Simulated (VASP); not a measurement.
K2AlRu4, 7 atoms in the cell. The structure is hexagonal, space group P6/mmm (No. 191). Conventional cell: a = 4.468 Å, b = 4.468 Å, c = 8.466 Å, α = 90.00°, β = 90.00°, γ = 120.00°. K (site symmetry -6m2) has 3 K at 2.58 Å and 2 Ru at 3.05 Å within 3.4 Å. Within 3.7 Å of Al (site symmetry 6/mmm) lie 12 Ru at 2.84 Å. Within 3.1 Å of Ru (site symmetry 3m) lie 4 Ru at 2.36 to 2.58 Å and 3 Al at 2.84 Å and 1 K at 3.05 Å. The cell was generated, and may not be a known phase.

| Property | Result |
| --- | --- |
| Program | VASP 6.6.1 |
| Task | single point |
| Functional | PBE |
| Potentials or basis | VASP PAW PBE potentials, release 64 (K_sv, Al, Ru_pv) |
| Cutoff | 520 eV |
| k mesh | 12 × 12 × 4 |
| Occupations | gaussian, width 0.1 eV |
| Spin | no spin polarisation |
| Dipole correction | no |
| Further INCAR settings | ALGO = Fast; EDIFF = 1e-07; NBANDS = 48 |

Potentials or basis: VASP PAW PBE potentials, release 64 (K_sv, Al, Ru_pv).

Launch:

```bash
$ cat potpaw_PBE.64/K_sv/POTCAR potpaw_PBE.64/Al/POTCAR potpaw_PBE.64/Ru_pv/POTCAR > POTCAR
$ mpirun -np 1 vasp_std > vasp.out
```

Hardware: 1 thread of AMD EPYC 9R45 (Zen 5), with other jobs on the host.

**Question.** How long does it take, and how much memory?

**Answer.** Wall time 8.3 min on 1 thread of AMD EPYC 9R45 (Zen 5), with other jobs on the host, peak memory 0.45 GiB. Counts: scf iterations 26, k points 57.
